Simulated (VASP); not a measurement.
# P (P2/m) in VASP: notebook, part 2 of 2

VASP 6.6.1.

**3. Single point, PBEsol (the part above a cut slid along it)**

Contents of INCAR:

```
SYSTEM = P
ALGO     = Normal         ! electronic algorithm
EDIFF    = 1E-7           ! SCF threshold, eV
ENCUT    = 520            ! plane-wave cutoff, eV
GGA      = PS             ! functional
ISIF     = 2              ! what is computed and relaxed
ISMEAR   = 0              ! smearing method
LASPH    = .TRUE.         ! aspherical terms in the spheres
LCHARG   = .FALSE.        ! write CHGCAR
LREAL    = .FALSE.        ! projectors in reciprocal space
LWAVE    = .FALSE.        ! write WAVECAR
NBANDS   = 18             ! bands
NELM     = 60             ! most SCF steps
PREC     = Accurate       ! precision mode
SIGMA    = 0.15           ! smearing width, eV
```

Contents of KPOINTS:

```
k-points
0
G
  24 24 6
  0 0 0
```

Contents of POSCAR:

```
P
1.0
   -2.4347371633      0.0000000000     -0.0052449062
    0.0000000000     -2.4346254889      0.0000000000
   -0.9936992794      0.0000000000      9.5837971430
P
4
Direct
    0.6500000000      0.0000000000      0.8750000000
    0.8500000000      0.0000000000      0.3750000000
   -0.0500000000      0.0000000000      0.1250000000
   -0.2500000000      0.0000000000      0.6250000000
```

Potentials or basis: VASP PAW PBE potentials, release 64 (P).

Command:

```
cat potpaw_PBE.64/P/POTCAR > POTCAR
mpirun -np 1 vasp_std > vasp.out
```

OUTCAR:

```text
SYSTEM = P
   EDIFF = 1E-7
   ENCUT = 520
   GGA = PS
   ISIF = 2
   ISMEAR = 0
   LASPH = .TRUE.
   LREAL = .FALSE.
   NELM = 60
   PREC = Accurate

 ion  position               nearest neighbor table
   1  0.650  0.000  0.875-   4 2.40   3 2.59   3 2.81
   2  0.850  0.000  0.375-   3 2.40   4 2.40
   3  0.950  0.000  0.125-   2 2.40   1 2.59   1 2.81
   4  0.750  0.000  0.625-   1 2.40   2 2.40

  LATTYP: Found a simple monoclinic cell.
 ALAT       =     2.4347428126
 B/A-ratio  =     0.9999518127
 C/A-ratio  =     3.9573688849
 COS(beta)  =    -0.1009895076

  Lattice vectors:

 A1 = (  -2.4347371633,   0.0000000000,  -0.0052449062)
 A2 = (   0.0000000000,   2.4346254889,   0.0000000000)
 A3 = (   0.9936992794,   0.0000000000,  -9.5837971430)

Analysis of symmetry for initial positions (statically):
=====================================================================
 Subroutine PRICEL returns:
 Original cell was already a primitive cell.

 Routine SETGRP: Setting up the symmetry group for a
 simple monoclinic supercell.

 Subroutine GETGRP returns: Found  4 space group operations
 (whereof  2 operations were pure point group operations)
 out of a pool of  4 trial point group operations.

The static configuration has the point symmetry C_1h.
 The point group associated with its full space group is C_2h.

Analysis of symmetry for dynamics (positions and initial velocities):
=====================================================================
 Subroutine PRICEL returns:
 Original cell was already a primitive cell.

 Routine SETGRP: Setting up the symmetry group for a
 simple monoclinic supercell.

 Subroutine GETGRP returns: Found  4 space group operations
 (whereof  2 operations were pure point group operations)
 out of a pool of  4 trial point group operations.

The dynamic configuration has the point symmetry C_1h.
 The point group associated with its full space group is C_2h.

 Subroutine INISYM returns: Found  4 space group operations
 (whereof  2 operations are pure point group operations),
 and found     1 'primitive' translations

----------------------------------------------------------------------------------------

                                     Primitive cell

  volume of cell :      56.8223

  direct lattice vectors                    reciprocal lattice vectors
    -2.434737163  0.000000000 -0.005244906    -0.410630234  0.000000000 -0.042576336
     0.000000000 -2.434625489  0.000000000     0.000000000 -0.410740791  0.000000000
    -0.993699279  0.000000000  9.583797143    -0.000224725  0.000000000  0.104319475

  length of vectors
     2.434742813  2.434625489  9.635175449     0.412831604  0.410740791  0.104319718

  position of ions in fractional coordinates (direct lattice)
     0.650000000  0.000000000  0.875000000
     0.850000000  0.000000000  0.375000000
     0.950000000  0.000000000  0.125000000
     0.750000000  0.000000000  0.625000000

  ion indices of the primitive-cell ions
[... 22 lines left out ...]
     0.017201317  0.017114200  0.017386620

  Shift w.r.t. Gamma in fractional coordinates (k-lattice)
     0.000000000  0.000000000  0.000000000

 Subroutine IBZKPT returns following result:
 ===========================================

 Found    962 irreducible k-points:

 Following reciprocal coordinates:
            Coordinates               Weight
  0.000000  0.000000  0.000000      1.000000
  0.041667  0.000000 -0.000000      2.000000
  0.083333  0.000000 -0.000000      2.000000
  0.125000  0.000000 -0.000000      2.000000
  0.166667  0.000000 -0.000000      2.000000
  0.208333  0.000000 -0.000000      2.000000
[... 16 lines left out ...]
  0.375000  0.041667 -0.000000      4.000000
  0.416667  0.041667 -0.000000      4.000000
 [... further k-points ...]
   k-points           NKPTS =    962   k-points in BZ     NKDIM =    962   number of bands    NBANDS=     18
   number of dos      NEDOS =    301   number of ions     NIONS =      4
   total plane-waves  NPLWV =  23328
   dimension x,y,z NGX =    18 NGY =   18 NGZ =   72
   dimension x,y,z NGXF=    36 NGYF=   36 NGZF=  144
   ions per type =               4
   NGX,Y,Z   is equivalent  to a cutoff of  12.29, 12.29, 12.42 a.u.
   NGXF,Y,Z  is equivalent  to a cutoff of  24.58, 24.58, 24.85 a.u.
 SYSTEM =  P
   PREC   = accura    normal or accurate (medium, high low for compatibility)
   ISTART =      0    job   : 0-new  1-cont  2-samecut
   ICHARG =      2    charge: 1-file 2-atom 10-const
   ISPIN  =      1    spin polarized calculation?
   LNONCOLLINEAR =      F non collinear calculations
   LSORBIT =      F    spin-orbit coupling
   LASPH  =      T    aspherical Exc in radial PAW
   ENCUT  =  520.0 eV  38.22 Ry    6.18 a.u.   4.53  4.53 17.92*2*pi/ulx,y,z
   NELM   =     60;   NELMIN=  2; NELMDL= -5     # of ELM steps
   EDIFF  = 0.1E-06   stopping-criterion for ELM
   LREAL  =      F    real-space projection
   EDIFFG = 0.1E-05   stopping-criterion for IOM
   NSW    =      0    number of steps for IOM
   IBRION =     -1    ionic relax: 0-MD 1-quasi-New 2-CG
   NFREE  =      0    steps in history (QN), initial steepest desc. (CG)
   ISIF   =      2    stress and relaxation
   ISYM   =      2    0-nonsym 1-usesym 2-fastsym
   POTIM  = 0.5000    time-step for ionic-motion
   TEBEG  =    0.0;   TEEND  =   0.0 temperature during run
   PSTRESS=    0.0 pullay stress
   NELECT =      20.0000    total number of electrons
   NUPDOWN=      -1.0000    fix difference up-down
   EMIN   =  10.00;   EMAX   =-10.00  energy-range for DOS
   EFERMI =   0.00;   METHOD = LEGACY
   ISMEAR =     0;   SIGMA  =   0.15  broadening in eV -4-tet -1-fermi 0-gaus
   EFERMI_NEDOS =   21; number of points for ismear=-14 and -15
   IALGO  =     38    algorithm
   IMIX   =      4    mixing-type and parameters
     AMIX     =   0.40;   BMIX     =  1.00
     AMIX_MAG =   1.60;   BMIX_MAG =  1.00
  volume/ion in A,a.u.               =      14.21        95.86
  Fermi-wavevector in a.u.,A,eV,Ry     =   1.155878  2.184292 18.178108  1.336053
  Thomas-Fermi vector in A             =   2.292503
   LORBIT       =      0    0 simple, 1 ext, 2 COOP (PROOUT), +10 PAW based schemes
   GGA     = PS    functional components
   LHFCALC =     F    Hartree Fock is set to
   AEXX    =    0.0000 exact exchange contribution
   IVDW    =     0    specifies the selected vdW correction
   LEPSILON=     F    determine dielectric tensor
   LRPA    =     F    only Hartree local field effects (RPA)
 non-spin polarized calculation
 Gauss-broadening in eV      SIGMA  =   0.15
  energy-cutoff  :      520.00
  volume of cell :       56.82
 maximum number of plane-waves:      1563
   NGX =  9   NGY =  9   NGZ = 35

 number of electron      19.9999995 magnetization

 Free energy of the ion-electron system (eV)
  ---------------------------------------------------
  ext. energy  EPLUGINS =         0.00000000
  ---------------------------------------------------
  free energy    TOTEN  =       -22.75355151 eV

  energy without entropy =      -22.73709248  energy(sigma->0) =      -22.74532199

 E-fermi :   9.9815     XC(G=0): -11.5005

 val. band max:        9.9807152376   @ k =   0.2917   0.2917  -0.0000
 cond. band min:       9.9818768908   @ k =   0.2083   0.2917   0.3333
 fundamental gap:      0.0011616532
 Fermi energy:         9.9814771641

 k-point     1 :       0.0000    0.0000    0.0000
  band No.  band energies     occupation
      1      -6.7994      2.00000
      2      -5.3447      2.00000
      3      -5.3055      2.00000
      4      -2.1481      2.00000
      5       1.0760      2.00000
      6       6.9352      2.00000
[... 481 lines left out ...]
      5       2.2343      2.00000
      6       2.8485      2.00000
[... 10 lines left out ...]
     17      18.3851      0.00000
     18      19.5977      0.00000

 [... further k-points ...]

------------------------ aborting loop because EDIFF is reached ----------------------------------------

  FORCE on cell =-STRESS in cart. coord.  units (eV):
  Direction    XX          YY          ZZ          XY          YZ          ZX
  --------------------------------------------------------------------------------------
  -------------------------------------------------------------------------------------
  Total       -0.0226027     -0.3026193      1.1616538      0.0000000      0.0000000      0.9986125
  in kB       -0.6373128     -8.5327378     32.7543103      0.0000000      0.0000000     28.1571516
  external PRESSURE =       7.8614199 kB  Pullay stress =       0.0000000 kB

 VOLUME and BASIS-vectors are now :
 -----------------------------------------------------------------------------
  energy-cutoff  :      520.00
  volume of cell :       56.82
      direct lattice vectors                 reciprocal lattice vectors
    -2.434737163  0.000000000 -0.005244906    -0.410630234  0.000000000 -0.042576336
     0.000000000 -2.434625489  0.000000000     0.000000000 -0.410740791  0.000000000
    -0.993699279  0.000000000  9.583797143    -0.000224725  0.000000000  0.104319475

 POSITION                                       TOTAL-FORCE (eV/Angst)
 -----------------------------------------------------------------------------------
     -2.45207      0.00000      8.38241        -0.337286      0.000000     -0.446295
     -2.44216      0.00000      3.58947         0.026401      0.000000     -0.265694
     -2.43721      0.00000      1.19299         0.337286      0.000000      0.446295
     -2.44711      0.00000      5.98594        -0.026401      0.000000      0.265694
 -----------------------------------------------------------------------------------
    total drift:                                0.000003     -0.000000      0.000000

  FREE ENERGIE OF THE ION-ELECTRON SYSTEM (eV)
  ---------------------------------------------------
  free  energy   TOTEN  =       -22.7535515050 eV

  energy  without entropy=      -22.7370924769  energy(sigma->0) =      -22.74532199
```

Wall time 21 min (1 thread of Intel Xeon 8259CL, shared host); peak memory 0.7 GiB.

Results:

```yaml
Free_energy: -22.7536 eV
Pressure: 0.8 GPa
Largest_force: 0.559 eV/Å
Band_gap_on_the_k_mesh: zero (bands 10 and 11 overlap by 8.19 eV)
```

Forces in eV/Å, atoms in the order of the input:
```
P   -0.337  0.000 -0.446
P    0.026  0.000 -0.266
P    0.337  0.000  0.446
P   -0.026  0.000  0.266
```

Stress tensor (GPa, compression positive):
```
-0.06  0.00  2.82
 0.00 -0.85  0.00
 2.82  0.00  3.28
```

Levels at points of the mesh, in eV from the Fermi level:
```
           k point  band 6  band 7  band 8  band 9  band 10  band 11  band 12  band 13  band 14  band 15
(0.00, 0.00, 0.00)   -3.05   -2.89    4.91    5.14     5.23     5.34     6.02     6.08     6.75     6.94
(0.50, 0.00, 0.00)   -7.87   -6.81   -6.00   -4.28    -1.27     0.96     1.83     5.44     5.77     7.91
(0.00, 0.50, 0.00)   -7.60   -7.36   -5.46   -5.27     0.55     0.75     0.76     6.03     6.12     8.00
(0.50, 0.50, 0.00)   -4.50   -4.31   -4.29   -3.87    -2.78    -2.51    -1.84    -0.91     0.87     1.74
(0.00, 0.00, 0.50)   -6.70    1.32    1.58    4.92     5.19     5.22     5.93     6.08     6.84     7.20
(0.50, 0.00, 0.50)   -8.12   -6.53   -6.11   -3.68    -2.20     1.45     2.15     5.07     5.41     7.99
(0.00, 0.50, 0.50)   -8.59   -6.23   -6.17   -3.12    -2.97     2.39     2.45     4.61     4.96     7.79
(0.50, 0.50, 0.50)   -4.79   -4.37   -4.34   -3.47    -2.87    -2.74    -2.35     0.08     0.98     1.41
```

Caveat: the cell differs from its parent crystal (the part above a cut slid along it); the PAW data sets were made with another functional, which shifts forces and pressure a little.
